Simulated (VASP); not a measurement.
# Na (P-6m2) in VASP: single point with PBEsol

Aim: the single point of Na with PBEsol.

All numbers are computed with VASP 6.6.1; they aren't measurements. Logs are shortened: lines on timing, memory, paths and dates and some standing lists are left out, and cuts for length are marked.

## 1. The cell of the first run

The structure is hexagonal, space group P-6m2 (No. 187). Conventional cell: a = 3.703 Å, b = 3.703 Å, c = 12.170 Å, α = 90.00°, β = 90.00°, γ = 120.00°. Within 4.8 Å of Na (site symmetry 3m) lie 12 Na at 3.65 to 3.79 Å. Within 4.8 Å of Na (site symmetry -6m2) lie 12 Na at 3.65 to 3.70 Å. Na (site symmetry -6m2) has 12 Na at 3.70 to 3.79 Å within 4.9 Å.

## 2. Single point, PBEsol (strained and its atoms moved)

File INCAR:

```
ALGO     = Fast           # electronic algorithm
EDIFF    = 1E-7           # SCF threshold, eV
ENCUT    = 520            # plane-wave cutoff, eV
GGA      = PS             # functional
ISIF     = 2              # what is computed and relaxed
ISMEAR   = 0              # smearing method
LASPH    = True           # aspherical terms in the spheres
LCHARG   = False          # write CHGCAR
LREAL    = False          # projectors in reciprocal space
LWAVE    = False          # write WAVECAR
NBANDS   = 22             # bands
NELM     = 100            # most SCF steps
PREC     = Accurate       # precision mode
SIGMA    = 0.1            # smearing width, eV
```

File KPOINTS:

```
k-points
0
Gamma
  12 12 4
```

File POSCAR:

```
Na
1.0
    3.7030473970      0.0000000000      0.0000000000
   -1.8515236985      3.2069331173      0.0000000000
    0.0000000000      0.0000000000     12.1702287653
Na
4
Direct
    0.0000000000      0.0000000000      0.0067680177
    0.3333333300      0.6666666700      0.2500000000
    0.0000000000      0.0000000000      0.4932319823
    0.6666666700      0.3333333300      0.7500000000
```

Potentials or basis: VASP PAW PBE potentials, release 64 (Na_pv).

Launch:

```
> cat potpaw_PBE.64/Na_pv/POTCAR > POTCAR
> mpirun -np 1 vasp_std > vasp.out
```

OUTCAR:

```text
EDIFF = 1E-7
   ENCUT = 520
   GGA = PS
   ISIF = 2
   ISMEAR = 0
   LASPH = True
   LREAL = False
   NELM = 100
   PREC = Accurate

 ion  position               nearest neighbor table
   1  0.000  0.000  0.007-
   2  0.333  0.667  0.250-
   3  0.000  0.000  0.493-
   4  0.667  0.333  0.750-

  LATTYP: Found a hexagonal cell.
 ALAT       =     3.7030473970
 C/A-ratio  =     3.2865441515

  Lattice vectors:

 A1 = (   3.7030473970,   0.0000000000,   0.0000000000)
 A2 = (  -1.8515236985,   3.2069331173,   0.0000000000)
 A3 = (   0.0000000000,   0.0000000000,  12.1702287653)

Analysis of symmetry for initial positions (statically):
=====================================================================
 Subroutine PRICEL returns:
 Original cell was already a primitive cell.

 Routine SETGRP: Setting up the symmetry group for a
 hexagonal supercell.

 Subroutine GETGRP returns: Found 12 space group operations
 (whereof  6 operations were pure point group operations)
 out of a pool of 24 trial point group operations.

The static configuration has the point symmetry C_3v.
 The point group associated with its full space group is D_3h.

Analysis of symmetry for dynamics (positions and initial velocities):
=====================================================================
 Subroutine PRICEL returns:
 Original cell was already a primitive cell.

 Routine SETGRP: Setting up the symmetry group for a
 hexagonal supercell.

 Subroutine GETGRP returns: Found 12 space group operations
 (whereof  6 operations were pure point group operations)
 out of a pool of 24 trial point group operations.

The dynamic configuration has the point symmetry C_3v.
 The point group associated with its full space group is D_3h.

 Subroutine INISYM returns: Found 12 space group operations
 (whereof  6 operations are pure point group operations),
 and found     1 'primitive' translations

----------------------------------------------------------------------------------------

                                     Primitive cell

  volume of cell :     144.5266

  direct lattice vectors                    reciprocal lattice vectors
     3.703047397  0.000000000  0.000000000     0.270047853  0.155912201  0.000000000
    -1.851523699  3.206933117  0.000000000     0.000000000  0.311824402  0.000000000
     0.000000000  0.000000000 12.170228765     0.000000000  0.000000000  0.082167724

  length of vectors
     3.703047397  3.703047397 12.170228765     0.311824402  0.311824402  0.082167724

  position of ions in fractional coordinates (direct lattice)
     0.000000000  0.000000000  0.006768018
     0.333333330  0.666666670  0.250000000
     0.000000000  0.000000000  0.493231982
     0.666666670  0.333333330  0.750000000

  ion indices of the primitive-cell ions
   primitive index   ion index
                 1           1
                 2           2
                 3           3
                 4           4

----------------------------------------------------------------------------------------

 KPOINTS: k-points

Automatic generation of k-mesh.
 Grid dimensions read from file:
 generate k-points for:   12   12    4

 Generating k-lattice:

  Cartesian coordinates                     Fractional coordinates (reciprocal lattice)
     0.022503988  0.012992683  0.000000000     0.083333333 -0.000000000  0.000000000
     0.000000000  0.025985367  0.000000000     0.000000000  0.083333333  0.000000000
     0.000000000  0.000000000  0.020541931     0.000000000  0.000000000  0.250000000

  Length of vectors
     0.025985367  0.025985367  0.020541931

  Shift w.r.t. Gamma in fractional coordinates (k-lattice)
     0.000000000  0.000000000  0.000000000

 Subroutine IBZKPT returns following result:
 ===========================================

 Found     57 irreducible k-points:

 Following reciprocal coordinates:
            Coordinates               Weight
  0.000000  0.000000  0.000000      1.000000
  0.083333  0.000000  0.000000      6.000000
  0.166667  0.000000  0.000000      6.000000
  0.250000  0.000000  0.000000      6.000000
  0.333333  0.000000  0.000000      6.000000
  0.416667 -0.000000  0.000000      6.000000
[... 16 lines left out ...]
  0.250000  0.000000  0.250000     12.000000
  0.333333  0.000000  0.250000     12.000000
 [... further k-points ...]
   k-points           NKPTS =     57   k-points in BZ     NKDIM =     57   number of bands    NBANDS=     22
   number of dos      NEDOS =    301   number of ions     NIONS =      4
   total plane-waves  NPLWV =  75264
   dimension x,y,z NGX =    28 NGY =   28 NGZ =   96
   dimension x,y,z NGXF=    56 NGYF=   56 NGZF=  192
   ions per type =               4
   NGX,Y,Z   is equivalent  to a cutoff of  12.57, 12.57, 13.11 a.u.
   NGXF,Y,Z  is equivalent  to a cutoff of  25.14, 25.14, 26.23 a.u.
 SYSTEM =  unknown system
   PREC   = accura    normal or accurate (medium, high low for compatibility)
   ISTART =      0    job   : 0-new  1-cont  2-samecut
   ICHARG =      2    charge: 1-file 2-atom 10-const
   ISPIN  =      1    spin polarized calculation?
   LNONCOLLINEAR =      F non collinear calculations
   LSORBIT =      F    spin-orbit coupling
   LASPH  =      T    aspherical Exc in radial PAW
   ENCUT  =  520.0 eV  38.22 Ry    6.18 a.u.   6.89  6.89 22.63*2*pi/ulx,y,z
   NELM   =    100;   NELMIN=  2; NELMDL= -5     # of ELM steps
   EDIFF  = 0.1E-06   stopping-criterion for ELM
   LREAL  =      F    real-space projection
   EDIFFG = 0.1E-05   stopping-criterion for IOM
   NSW    =      0    number of steps for IOM
   IBRION =     -1    ionic relax: 0-MD 1-quasi-New 2-CG
   NFREE  =      0    steps in history (QN), initial steepest desc. (CG)
   ISIF   =      2    stress and relaxation
   ISYM   =      2    0-nonsym 1-usesym 2-fastsym
   POTIM  = 0.5000    time-step for ionic-motion
   TEBEG  =    0.0;   TEEND  =   0.0 temperature during run
   PSTRESS=    0.0 pullay stress
   NELECT =      28.0000    total number of electrons
   NUPDOWN=      -1.0000    fix difference up-down
   EMIN   =  10.00;   EMAX   =-10.00  energy-range for DOS
   EFERMI =   0.00;   METHOD = LEGACY
   ISMEAR =     0;   SIGMA  =   0.10  broadening in eV -4-tet -1-fermi 0-gaus
   EFERMI_NEDOS =   21; number of points for ismear=-14 and -15
   IALGO  =     68    algorithm
   IMIX   =      4    mixing-type and parameters
     AMIX     =   0.40;   BMIX     =  1.00
     AMIX_MAG =   1.60;   BMIX_MAG =  1.00
  volume/ion in A,a.u.               =      36.13       243.83
  Fermi-wavevector in a.u.,A,eV,Ry     =   0.947280  1.790099 12.209034  0.897339
  Thomas-Fermi vector in A             =   2.075358
   LORBIT       =      0    0 simple, 1 ext, 2 COOP (PROOUT), +10 PAW based schemes
   GGA     = PS    functional components
   LHFCALC =     F    Hartree Fock is set to
   AEXX    =    0.0000 exact exchange contribution
   IVDW    =     0    specifies the selected vdW correction
   LEPSILON=     F    determine dielectric tensor
   LRPA    =     F    only Hartree local field effects (RPA)
 non-spin polarized calculation
 RMM-DIIS sequential band-by-band and
 Gauss-broadening in eV      SIGMA  =   0.10
  energy-cutoff  :      520.00
  volume of cell :      144.53
 maximum number of plane-waves:      3922
 NGX is ok and might be reduce to    28
   NGX = 13   NGY = 13   NGZ = 45

 number of electron      28.0000010 magnetization

 Free energy of the ion-electron system (eV)
  ---------------------------------------------------
  ext. energy  EPLUGINS =         0.00000000
  ---------------------------------------------------
  free energy    TOTEN  =        -5.60491868 eV

  energy without entropy =       -5.59860258  energy(sigma->0) =       -5.60176063

 E-fermi :   0.3671     XC(G=0):  -6.5682

 val. band max:        0.3659905721   @ k =   0.2500   0.2500   0.2500
 cond. band min:       0.4084095422   @ k =   0.4167   0.0833   0.5000
 fundamental gap:      0.0424189701
 Fermi energy:         0.3670880458

 k-point     1 :       0.0000    0.0000    0.0000
  band No.  band energies     occupation
      1     -24.4315      2.00000
      2     -24.4124      2.00000
      3     -24.4124      2.00000
      4     -24.4048      2.00000
      5     -24.4015      2.00000
      6     -24.3851      2.00000
[... 14 lines left out ...]
     21      10.5900      0.00000
     22      10.7979      0.00000

 k-point     2 :       0.0833    0.0000    0.0000
  band No.  band energies     occupation
      1     -24.4309      2.00000
      2     -24.4146      2.00000
      3     -24.4129      2.00000
      4     -24.4046      2.00000
      5     -24.4012      2.00000
      6     -24.3871      2.00000
[... 14 lines left out ...]
     21       9.6020      0.00000
     22       9.7614      0.00000

 k-point     3 :       0.1667    0.0000    0.0000
  band No.  band energies     occupation
      1     -24.4294      2.00000
      2     -24.4204      2.00000
      3     -24.4142      2.00000
      4     -24.4041      2.00000
      5     -24.4006      2.00000
      6     -24.3926      2.00000
[... 14 lines left out ...]
     21       7.8096      0.00000
     22       7.8718      0.00000

 k-point     4 :       0.2500    0.0000    0.0000
  band No.  band energies     occupation
      1     -24.4281      2.00000
      2     -24.4276      2.00000
      3     -24.4161      2.00000
      4     -24.4048      2.00000
      5     -24.4007      2.00000
      6     -24.3997      2.00000
[... 14 lines left out ...]
     21       6.8429      0.00000
     22       6.8911      0.00000

 k-point     5 :       0.3333    0.0000    0.0000
  band No.  band energies     occupation
      1     -24.4357      2.00000
      2     -24.4263      2.00000
      3     -24.4179      2.00000
      4     -24.4088      2.00000
      5     -24.4077      2.00000
      6     -24.4005      2.00000
[... 417 lines left out ...]
 k-point    22 :       0.1667    0.0000    0.2500
  band No.  band energies     occupation
      1     -24.4293      2.00000
      2     -24.4204      2.00000
      3     -24.4142      2.00000
      4     -24.4056      2.00000
      5     -24.3989      2.00000
      6     -24.3927      2.00000
[... 14 lines left out ...]
     21       7.7133      0.00000
     22       8.3293      0.00000

 k-point    23 :       0.2500    0.0000    0.2500
  band No.  band energies     occupation
      1     -24.4281      2.00000
      2     -24.4276      2.00000
      3     -24.4161      2.00000
      4     -24.4049      2.00000
      5     -24.4003      2.00000
      6     -24.3999      2.00000
[... 14 lines left out ...]
     21       6.4985      0.00000
     22       7.7346      0.00000

 k-point    24 :       0.3333    0.0000    0.2500
  band No.  band energies     occupation
      1     -24.4357      2.00000
      2     -24.4263      2.00000
      3     -24.4179      2.00000
      4     -24.4093      2.00000
      5     -24.4071      2.00000
      6     -24.4004      2.00000
[... 14 lines left out ...]
     21       6.0757      0.00000
     22       6.2985      0.00000

 [... further k-points ...]

------------------------ aborting loop because EDIFF is reached ----------------------------------------

  FORCE on cell =-STRESS in cart. coord.  units (eV):
  Direction    XX          YY          ZZ          XY          YZ          ZX
  --------------------------------------------------------------------------------------
  -------------------------------------------------------------------------------------
  Total        0.0956987      0.0956987     -0.0755688      0.0000000      0.0000000      0.0000000
  in kB        1.0608865      1.0608865     -0.8377320      0.0000000      0.0000000      0.0000000
  external PRESSURE =       0.4280137 kB  Pullay stress =       0.0000000 kB

 VOLUME and BASIS-vectors are now :
 -----------------------------------------------------------------------------
  energy-cutoff  :      520.00
  volume of cell :      144.53
      direct lattice vectors                 reciprocal lattice vectors
     3.703047397  0.000000000  0.000000000     0.270047853  0.155912201  0.000000000
    -1.851523699  3.206933117  0.000000000     0.000000000  0.311824402  0.000000000
     0.000000000  0.000000000 12.170228765     0.000000000  0.000000000  0.082167724

 POSITION                                       TOTAL-FORCE (eV/Angst)
 -----------------------------------------------------------------------------------
      0.00000      0.00000      0.08237         0.000000     -0.000000     -0.061148
     -0.00000      2.13796      3.04256        -0.000000      0.000000     -0.000000
      0.00000      0.00000      6.00275         0.000000     -0.000000      0.061148
      1.85152      1.06898      9.12767         0.000000      0.000000     -0.000000
 -----------------------------------------------------------------------------------
    total drift:                               -0.000000      0.000000      0.000000

  FREE ENERGIE OF THE ION-ELECTRON SYSTEM (eV)
  ---------------------------------------------------
  free  energy   TOTEN  =        -5.6049186754 eV

  energy  without entropy=       -5.5986025757  energy(sigma->0) =       -5.60176063
```

It took 2.5 min on 1 thread of Intel Xeon Platinum 8124M at 3.00GHz (Skylake/Cascade Lake), shared host; peak memory 0.31 GiB.

What came out:

```
Free energy            : -5.6049 eV
Pressure               : 0.0 GPa
Largest force          : 0.061 eV/Å
Band gap on the k mesh : zero (bands 14 and 15 overlap by 3.85 eV)
```

Forces in eV/Å, atoms in the order of the input:
```
Na   0.000  0.000 -0.061
Na   0.000  0.000  0.000
Na   0.000  0.000  0.061
Na   0.000  0.000  0.000
```

Stress tensor (GPa, compression positive):
```
 0.11  0.00  0.00
 0.00  0.11  0.00
 0.00  0.00 -0.08
```

Caveat: the cell differs from its parent crystal (strained and its atoms moved); the PAW data sets were made with another functional, which shifts forces and pressure a little.
